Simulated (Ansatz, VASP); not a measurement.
One calculation of Cr, two programs

```
Cr
1.0
     2.48953    0.00000    0.00000
    -1.24477    2.15600    0.00000
     0.00000    0.00000    4.44452
Cr
2
Direct
  0.33333 0.66667 0.25000
  0.66667 0.33333 0.75000
```

Alike in both runs: functional PBE; k mesh 17 × 17 × 9; occupations fermi-dirac, width 0.1 eV; no spin polarisation.

Ansatz relaxed the structure, and its values are those at the end. VASP's run is a single point on that final structure, the one shown.

|  | VASP | Ansatz |
| --- | --- | --- |
| version | VASP 6.6.1 | Ansatz 0.2.0 |
| potentials or method | VASP PAW PBE potentials, release 64 (Cr_pv) | PAW with Ansatz's default frozen-core files, scalar-relativistic |
| plane-wave cutoff (eV) | 520 | 420 |
| valence electrons in the cell | 24 | 28 |

|  | VASP | Ansatz | Ansatz less VASP |
| --- | --- | --- | --- |
| pressure (GPa) | -0.4 | 0.0 | +0.43 |

VASP's potentials hold 24 valence electrons a cell and Ansatz's 28, so a difference there can come from the potentials and not from the codes.
